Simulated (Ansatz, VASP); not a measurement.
# Two plane-wave programs on SnTe

```
CELL_PARAMETERS angstrom
4.51264 0.00000 0.00000
-2.25632 3.90806 0.00000
0.00000 0.00000 7.50906
ATOMIC_POSITIONS crystal
Sn 0.00000 0.00000 0.84197
Sn 0.00000 0.00000 0.15803
Te 0.33333 0.66667 0.66718
Te 0.66667 0.33333 0.33282
```

Change from the starting cell: species swapped into the SnP type (P-3m1, No. 164).

Alike in both runs: task relaxation of cell and atoms; functional PBE; k mesh 6 × 6 × 2; occupations gaussian, width 0.1 eV; no spin polarisation.

|  | VASP | Ansatz |
| --- | --- | --- |
| version | VASP 6.6.1 | Ansatz 0.2.0 |
| potentials or method | VASP PAW PBE potentials, release 64 (Sn_d, Te), cutoff 600 eV | scalar-relativistic, plane waves, PAW |
| valence electrons in the cell | 40 | 60 |

```csv
,VASP,Ansatz,Ansatz less VASP
"gap on the k mesh at the Fermi level, each at its own relaxed structure (eV)",0.35,0.42,+0.068
relaxed volume (Å³/atom),42.59,42.31,-0.276
relaxed cell length with the largest relative difference (Å),10.876,10.851,-0.0255
```

VASP's potentials hold 40 valence electrons a cell and Ansatz's 60, so a difference there can come from the potentials and not from the codes.

Spin-orbit coupling is off throughout. Noted on VASP's run: the volume moved by over 15 % at a fixed basis, so the end points are rough.
